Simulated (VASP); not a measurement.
# Re: relaxation of cell and atoms with PBE+D3(BJ)

Crystal: Re.

```
Re
1.0
     0.00000    1.95772    1.95772
     1.95772    0.00000    1.95772
     1.95772    1.95772    0.00000
Re
1
Direct
  0.00000 0.00000 0.00000
```

```yaml
Program: VASP 6.6.1
Task: relaxation of cell and atoms
Functional: PBE
Dispersion: D3(BJ)
Potentials_or_basis: VASP PAW PBE potentials, release 64 (Re)
Cutoff: 600 eV
k_mesh: 18 × 18 × 18
Occupations: gaussian, width 0.1 eV
Spin: no spin polarisation
Dipole_correction: no
Further_INCAR_settings: ALGO = Normal; EDIFF = 1e-07; IBRION = 2; EDIFFG = -0.005; NSW = 70; ISIF = 3
```

```yaml
Relaxed_volume: 14.71 Å³/atom
Relaxed_cell: a = 2.750 Å, b = 2.750 Å, c = 2.750 Å, α = 60.00°, β = 60.00°, γ = 60.00°
Space_group_after_relaxing_to_0.05_Å: Fm-3m (No. 225)
Energy_gained_by_relaxing: 7.3 meV/atom
Ionic_steps: 4
Pressure_after_relaxing: 0.0 GPa
Dispersion_energy_per_atom: -0.656 eV
```

Step by step:
```
step  energy change (eV)  largest force (eV/Å)  pressure (GPa)  volume (Å³)
   1              0.0000                0.0000           -7.54        15.01
   2              0.1266                0.0000           39.12        13.52
   3             -0.0072                0.0000           -0.30        14.72
   4             -0.0073                0.0000           -0.03        14.71
```

Final structure:
```xyz
1
Lattice="0.0000 1.9446 1.9446 1.9446 0.0000 1.9446 1.9446 1.9446 0.0000" Properties=species:S:1:pos:R:3 pbc="T T T"
Re    0.0000    0.0000    0.0000
```

Levels at points of the mesh, in eV from the Fermi level:
```
           k point  band 1  band 2  band 3  band 4  band 5  band 6  band 7
(0.00, 0.00, 0.00)  -10.13   -1.91   -1.91   -1.91    1.28    1.28   13.92
(0.50, 0.00, 0.00)   -6.88   -2.12   -2.12    0.23    3.83    3.83    9.99
(0.50, 0.50, 0.00)   -6.83   -5.96    2.82    3.78    4.58    4.58   12.30
```

It took 36 s on 1 thread of Intel(R) Xeon(R) Platinum 8488C (Sapphire Rapids) (shared host), peak memory 0.18 GiB.

Caveat: spin-orbit coupling is left out, which moves the levels of the heavy elements; pairwise dispersion overbinds metals, which lowers pressure and volume.
